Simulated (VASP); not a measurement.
# BC5 (P6/mmm) in VASP: a series of runs, part 2 of 2

VASP 6.6.1. The steps go on from the part before.

### 4 Single point, PBE, collinear spin, ferromagnetic start

Input file INCAR:

```
SYSTEM = BC5
ALGO     = Normal         ! electronic algorithm
EDIFF    = 1E-6           ! SCF threshold, eV
ENCUT    = 520            ! plane-wave cutoff, eV
GGA      = PE             ! functional
ISIF     = 2              ! what is computed and relaxed
ISMEAR   = 0              ! smearing method
ISPIN    = 2              ! spin polarisation
LASPH    = .TRUE.         ! aspherical terms in the spheres
LCHARG   = .TRUE.         ! write CHGCAR
LELF     = .TRUE.         ! ELF
LORBIT   = 11             ! projections on sites
LREAL    = .FALSE.        ! projectors in reciprocal space
LVHAR    = .TRUE.       
LWAVE    = .FALSE.        ! write WAVECAR
MAGMOM   = 0 1 1 1 1 1    ! initial moments
NBANDS   = 24             ! bands
NELM     = 150            ! most SCF steps
PREC     = Accurate       ! precision mode
SIGMA    = 0.1            ! smearing width, eV
```

Input file KPOINTS:

```
k-points
0
G
  6 6 2
  0 0 0
```

Input file POSCAR:

```
BC5
1.0
    3.0601385491      0.0000000000      0.0000000000
   -1.5300692745      2.6501577226      0.0000000000
    0.0000000000      0.0000000000      7.7851708338
B C
1 5
Direct
    0.0000000000      0.0000000000      0.0000000000
    0.5000000000      0.0000000000      0.5000000000
    0.5000000000      0.5000000000      0.5000000000
    0.0000000000      0.5000000000      0.5000000000
    0.3333333333      0.6666666667      0.0000000000
    0.6666666667      0.3333333333      0.0000000000
```

Potentials or basis: VASP PAW PBE potentials, release 64 (B, C).

Launch:

```
$ cat potpaw_PBE.64/B/POTCAR potpaw_PBE.64/C/POTCAR > POTCAR
$ mpirun -np 1 vasp_std > vasp.out
```

OUTCAR:

```text
SYSTEM = BC5
   EDIFF = 1E-6
   ENCUT = 520
   GGA = PE
   ISIF = 2
   ISMEAR = 0
   ISPIN = 2
   LASPH = .TRUE.
   LORBIT = 11
   LREAL = .FALSE.
   NELM = 150
   PREC = Accurate

 ion  position               nearest neighbor table
   1  0.000  0.000  0.000-   5 1.77   6 1.77   5 1.77   6 1.77   6 1.77   5 1.77
   2  0.500  0.000  0.500-   3 1.53   3 1.53   4 1.53   4 1.53
   3  0.500  0.500  0.500-   2 1.53   2 1.53   4 1.53   4 1.53
   4  0.000  0.500  0.500-   3 1.53   3 1.53   2 1.53   2 1.53
   5  0.333  0.667  0.000-   1 1.77   6 1.77   6 1.77   1 1.77   1 1.77   6 1.77
   6  0.667  0.333  0.000-   1 1.77   5 1.77   5 1.77   1 1.77   1 1.77   5 1.77

[... 960 lines left out ...]
      0.00000      0.00000      0.00000         0.000000      0.000000      0.000000
      1.53007      0.00000      3.89259         0.000000      0.000000      0.000000
      0.76503      1.32508      3.89259         0.000000      0.000000      0.000000
     -0.76503      1.32508      3.89259         0.000000      0.000000      0.000000
     -0.00000      1.76677      0.00000        -0.000000      0.000000      0.000000
      1.53007      0.88339      0.00000         0.000000     -0.000000     -0.000000
 -----------------------------------------------------------------------------------
    total drift:                                0.000000     -0.000000      0.000000

  FREE ENERGIE OF THE ION-ELECTRON SYSTEM (eV)
  ---------------------------------------------------
  free  energy   TOTEN  =       -36.4637118380 eV

  energy  without entropy=      -36.4402055683  energy(sigma->0) =      -36.45195870

 total charge

# of ion       s       p       d       tot
------------------------------------------
    1        0.655   1.137   0.000   1.792
    2        0.854   1.599   0.000   2.453
    3        0.854   1.599   0.000   2.453
    4        0.854   1.599   0.000   2.453
    5        0.916   1.363   0.000   2.280
    6        0.916   1.363   0.000   2.280
--------------------------------------------------
tot          5.051   8.660   0.000  13.711

 magnetization (x)

# of ion       s       p       d       tot
------------------------------------------
    1       -0.000  -0.001   0.000  -0.001
    2        0.000   0.000   0.000   0.000
    3        0.000   0.000   0.000   0.000
    4        0.000   0.000   0.000   0.000
    5       -0.000  -0.001   0.000  -0.001
    6       -0.000  -0.001   0.000  -0.001
--------------------------------------------------
tot         -0.000  -0.003   0.000  -0.003
```

stdout:

```text
POSCAR found type information on POSCAR B C
 POSCAR found :  2 types and       6 ions
 scaLAPACK will be used
 LDA part: xc-table for (Slater+PW92), standard interpolation
 POSCAR, INCAR and KPOINTS ok, starting setup
 FFT: planning ... GRIDC
 FFT: planning ... GRID_SOFT
 FFT: planning ... GRID
 WAVECAR not read
 entering main loop
```

Wall time 82 s (1 thread of AMD EPYC 7R43 (Zen 3), shared host); peak memory 0.17 GiB.

What came out:

| Quantity | Value |
| --- | --- |
| Free energy | -36.4637 eV |
| Pressure | 0.1 GPa |
| Net moment | -0.01 μB per cell |
| Valence electrons inside the program's atomic spheres | B 1.79; C 2.45, 2.28 |

Stress tensor (GPa, compression positive):
```
0.05 0.00 0.00
0.00 0.05 0.00
0.00 0.00 0.17
```

Caveat: the k points lie up to 0.40 Å⁻¹ apart; this functional lacks dispersion, which binds the layers, so the pressure and a relaxed spacing across them are unreliable.

### 5 Relaxation of cell and atoms, PBE

This run uses another cell than the first one, of 12.47 Å³/atom, 1.185 times its volume.

Input file INCAR:

```
ALGO = Normal
EDIFF = 1E-6
EDIFFG = -0.04
ENCUT = 600
GGA = PE
IBRION = 2
ISIF = 3
ISMEAR = 0
LASPH = T
LCHARG = F
LREAL = F
LWAVE = F
NELM = 100
NSW = 90
PREC = Accurate
SIGMA = 0.1
```

Input file KPOINTS:

```
k-points
0
Gamma
  6 6 4
```

Input file POSCAR:

```
BC5
1.0
    4.6938878300      0.0000000000      0.0000000000
   -2.3469439200      4.0650261000      0.0000000000
    0.0000000000      0.0000000000      3.9222412600
B C
1 5
Direct
    0.0000000000      0.0000000000      0.0000000000
    0.5000000000      0.0000000000      0.5000000000
    0.5000000000      0.5000000000      0.5000000000
    0.0000000000      0.5000000000      0.5000000000
    0.3333333300      0.6666666700      0.0000000000
    0.6666666700      0.3333333300      0.0000000000
```

Potentials or basis: VASP PAW PBE potentials, release 64 (B, C).

Launch:

```
$ cat potpaw_PBE.64/B/POTCAR potpaw_PBE.64/C/POTCAR > POTCAR
$ mpirun -np 1 vasp_std > vasp.out
```

OUTCAR:

```text
EDIFF = 1E-6
   EDIFFG = -0.04
   ENCUT = 600
   GGA = PE
   IBRION = 2
   ISIF = 3
   ISMEAR = 0
   LASPH = T
   LREAL = F
   NELM = 100
   NSW = 90
   PREC = Accurate

 ion  position               nearest neighbor table
   1  0.000  0.000  0.000-
   2  0.500  0.000  0.500-
   3  0.500  0.500  0.500-
   4  0.000  0.500  0.500-
   5  0.333  0.667  0.000-
   6  0.667  0.333  0.000-

  LATTYP: Found a hexagonal cell.
 ALAT       =     4.6938878300
 C/A-ratio  =     0.8356060907

  Lattice vectors:

 A1 = (   4.6938878300,   0.0000000000,   0.0000000000)
 A2 = (  -2.3469439200,   4.0650261000,   0.0000000000)
 A3 = (   0.0000000000,   0.0000000000,   3.9222412600)

Analysis of symmetry for initial positions (statically):
=====================================================================
 Subroutine PRICEL returns:
[... 1054 lines left out ...]
      6      -2.9785      2.00000
      7       5.5738      2.00000
      8       5.5738      2.00000
      9       7.3920      2.00000
     10       7.3920      2.00000
     11       8.7511      2.00000
     12       8.7511      2.00000
     13      10.9378      1.99924
     14      11.7280      0.00000
     15      14.9394      0.00000

[... ionic steps 4 to 26 ...]

--------------------------------------- Ionic step       27  -------------------------------------------

 number of electron      22.9999992 magnetization

------------------------ aborting loop because EDIFF is reached ----------------------------------------
[... 75 lines left out ...]
--------------------------------------- Ionic step       29  -------------------------------------------

 number of electron      22.9999993 magnetization

 Free energy of the ion-electron system (eV)
  ---------------------------------------------------
  ext. energy  EPLUGINS =         0.00000000
  ---------------------------------------------------
  free energy    TOTEN  =       -35.91381789 eV

  energy without entropy =      -35.89585826  energy(sigma->0) =      -35.90483807

 E-fermi :   6.4285     XC(G=0): -11.3301

 val. band max:        6.4283441794   @ k =   0.1667   0.1667   0.2500
 cond. band min:       6.4631152475   @ k =   0.1667   0.1667   0.5000
 fundamental gap:      0.0347710682
 Fermi energy:         6.4284706276
[... 409 lines left out ...]
  FREE ENERGIE OF THE ION-ELECTRON SYSTEM (eV)
  ---------------------------------------------------
  free  energy   TOTEN  =       -35.9138178873 eV

  energy  without entropy=      -35.8958582567  energy(sigma->0) =      -35.90483807

 reached required accuracy - stopping structural energy minimisation
```

OSZICAR:

```text
N       E                     dE             d eps       ncg     rms          rms(c)
DAV:   1     0.682640796269E+02    0.68264E+02   -0.11420E+04   630   0.149E+03
DAV:   2    -0.162786440967E+02   -0.84543E+02   -0.82964E+02   804   0.209E+02
DAV:   3    -0.243425049972E+02   -0.80639E+01   -0.76191E+01   926   0.523E+01
[... 311 lines left out ...]
DAV:   3    -0.359146697155E+02    0.28525E-02   -0.12131E-02   819   0.430E-01    0.143E-01
DAV:   4    -0.359138320956E+02    0.83762E-03   -0.27840E-03   672   0.330E-01    0.224E-02
DAV:   5    -0.359138207106E+02    0.11385E-04   -0.12652E-04   784   0.671E-02    0.823E-03
DAV:   6    -0.359138185825E+02    0.21281E-05   -0.11953E-05   728   0.201E-02    0.501E-03
DAV:   7    -0.359138178873E+02    0.69519E-06   -0.81991E-07   406   0.781E-03
  29 F= -.35913818E+02 E0= -.35904838E+02  d E =-.333656E-02
```

Run time: 12 min. Hardware: 1 thread of AMD EPYC 7R43 (Zen 3), shared host; peak memory 0.18 GiB.

What came out:

```
Free energy                            : -35.9138 eV
Relaxed volume                         : 8.00 Å³/atom
Relaxed cell                           : a = 3.073 Å, b = 3.073 Å, c = 5.869 Å, α = 90.00°, β = 90.00°, γ = 120.00°
Space group after relaxing (to 0.05 Å) : P6/mmm (No. 191)
Energy gained by relaxing              : 1927.6 meV/atom
Ionic steps                            : 29
Pressure after relaxing                : 0.0 GPa
```

The path:
```tsv
step	energy change (eV)	largest force (eV/Å)	pressure (GPa)	volume (Å³)
1	0.0000	0.0000	-25.77	74.84
2	-3.0080	0.0000	-19.56	55.14
3	-3.7707	0.0000	-4.59	46.44
4	-3.8023	0.0000	2.26	44.12
5	-3.8039	0.0000	0.58	44.63
6	-4.5711	0.0000	0.58	43.15
7	-5.9845	0.0000	7.38	40.12
8	-7.7197	0.0000	72.01	33.03
9	-5.8679	0.0000	155.72	29.50
10	-7.6465	0.0000	82.87	32.42
11	-7.5380	0.0000	90.80	31.97
12	-7.5788	0.0000	92.12	31.95
13	-7.6509	0.0000	96.62	31.87
14	-7.7253	0.0000	109.01	31.67
15	-7.9044	0.0000	105.53	31.93
16	-8.3961	0.0000	95.41	32.74
17	-9.2107	0.0000	76.44	34.37
18	-10.3594	0.0000	48.33	37.73
19	-11.3359	0.0000	15.54	44.86
20	-11.3677	0.0000	12.09	46.11
21	-11.3715	0.0000	11.23	46.47
22	-11.4651	0.0000	8.33	46.73
23	-11.5431	0.0000	3.57	47.12
24	-11.5573	0.0000	2.87	47.30
25	-11.5501	0.0000	-1.10	47.66
26	-11.5620	0.0000	1.67	47.44
27	-11.5621	0.0000	1.45	47.45
28	-11.5634	0.0000	1.08	47.59
29	-11.5654	0.0000	0.03	47.99
```

Final structure:
```
B C
1.0
     3.07275    0.00000    0.00000
    -1.53638    2.66108    0.00000
     0.00000    0.00000    5.86868
B C
1 5
Direct
  0.00000 0.00000 0.00000
  0.50000 0.00000 0.50000
  0.50000 0.50000 0.50000
  0.00000 0.50000 0.50000
  0.33333 0.66667 0.00000
  0.66667 0.33333 0.00000
```

Caveat: the k points lie up to 0.39 Å⁻¹ apart in the final cell; the volume moved by over 15 % at a fixed basis, so the end points are rough.

### 6 Single point, PBE

This run uses another cell than the first one, of 11.15 Å³/atom, 1.060 times its volume.

Input file INCAR:

```
SYSTEM = BC5
PREC = Accurate ; ENCUT = 520
EDIFF = 1E-6 ; ISMEAR = 0
SIGMA = 0.1 ; LREAL = .False.
LASPH = .True. ; NELM = 80
ALGO = Normal ; ISIF = 2
LWAVE = .False. ; LCHARG = .False.
GGA = PE ; NBANDS = 20
```

Input file KPOINTS:

```
Automatic mesh
0
Gamma
  12 12 6
  0 0 0
```

Input file POSCAR:

```
BC5
1.0
    3.0450084998      0.0000000000      0.0000000000
   -1.5225042499      2.6370547156      0.0000000000
    0.0000000000      0.0000000000      8.3317003990
B C
1 5
Direct
    0.0000000000      0.0000000000      0.0000000000
    0.5000000000      0.0000000000      0.5000000000
    0.5000000000      0.5000000000      0.5000000000
    0.0000000000      0.5000000000      0.5000000000
    0.3333333333      0.6666666667      0.0000000000
    0.6666666667      0.3333333333      0.0000000000
```

Potentials or basis: VASP PAW PBE potentials, release 64 (B, C).

Launch:

```
$ cat potpaw_PBE.64/B/POTCAR potpaw_PBE.64/C/POTCAR > POTCAR
$ mpirun -np 1 vasp_std > vasp.out
```

Wall time 2.3 min (1 thread of AMD EPYC 7R43 (Zen 3), shared host); peak memory 0.18 GiB.

Results (log left out):

| Item | Value |
| --- | --- |
| Free energy | -36.7318 eV |
| Pressure | 0.0 GPa |

Levels at points of the mesh, in eV from the Fermi level:
```csv
k point,band 10,band 11,band 12,band 13,band 14,band 15
"(0.00, 0.00, 0.00)",-3.53,-3.53,-1.06,-1.06,-0.17,2.36
"(0.50, 0.00, 0.00)",-2.96,-2.73,-2.01,3.42,3.44,3.81
"(0.00, 0.00, 0.50)",-3.53,-3.53,-1.06,-1.06,-0.17,3.56
"(0.50, 0.00, 0.50)",-2.89,-2.73,-2.10,3.42,3.44,3.81
```

Caveat: this functional lacks dispersion, which binds the layers, so the pressure and a relaxed spacing across them are unreliable.

### 7 Summary

| task | spin | cell | k mesh | cutoff (eV) | gap on the mesh (eV) | pressure (GPa) |
| --- | --- | --- | --- | --- | --- | --- |
| single point | off | a = 3.060, b = 3.060, c = 7.785 Å, angles 90.0, 90.0, 120.0°, 6 atoms | 6 × 6 × 4 | 520 | none | 0.1 |
| single point | off | a = 4.694, b = 4.694, c = 3.922 Å, angles 90.0, 90.0, 120.0°, 6 atoms | 6 × 6 × 4 | 520 | none | -25.7 |
| single point | collinear, ferromagnetic start | a = 3.060, b = 3.060, c = 7.785 Å, angles 90.0, 90.0, 120.0°, 6 atoms | 6 × 6 × 2 | 520 | none | 0.1 |
| relaxation of cell and atoms | off | relaxed from a = 4.694, b = 4.694, c = 3.922 Å, angles 90.0, 90.0, 120.0°, 6 atoms | 6 × 6 × 4 | 600 | none | 0.0 |
| single point | off | a = 3.045, b = 3.045, c = 8.332 Å, angles 90.0, 90.0, 120.0°, 6 atoms | 12 × 12 × 6 | 520 | none | 0.0 |

Alike in all rows: level PBE; potentials or basis VASP PAW PBE potentials, release 64 (B, C); smearing gaussian 0.1 eV.

Caveats: some runs use coarse meshes; this functional lacks dispersion, which binds the layers, so the pressure and a relaxed spacing across them are unreliable (some runs); the volume moved by over 15 % at a fixed basis, so the end points are rough (some runs).

Total energies depend on the potentials used, so only differences within one code and one set of settings carry meaning.
